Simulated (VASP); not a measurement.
Crystal: SrTe.

```
Sr Te
1.0
     0.00000    3.35276    3.35276
     3.35276    0.00000    3.35276
     3.35276    3.35276    0.00000
Sr Te
1 1
Direct
  0.00000 0.00000 0.00000
  0.50000 0.50000 0.50000
```

Base run:

```yaml
Program: VASP 6.6.1
Functional: PBE
Potentials_or_basis: VASP PAW PBE potentials, release 64 (Sr_sv, Te)
Cutoff: 500 eV
k_mesh: 4 × 4 × 4
Occupations: gaussian, width 0.01 eV
Spin: no spin polarisation
```

Its results: band gap on the k mesh 1.74 eV (least direct gap 2.47 eV); pressure 0.4 GPa.

Problem. The run is repeated on the same cell with these changes: functional from PBE to PBE-based screened hybrid with 20 % exact exchange; cutoff from 500 eV to 400 eV. What comes out?

Solution. Band gap on the k mesh 2.20 eV (least direct gap 2.98 eV); pressure 0.0 GPa.

Caveats: spin-orbit coupling is left out, which moves the levels of the heavy elements; the PAW data sets were made with another functional, which shifts forces and pressure a little (at least some runs).

A k mesh can miss the band edges.
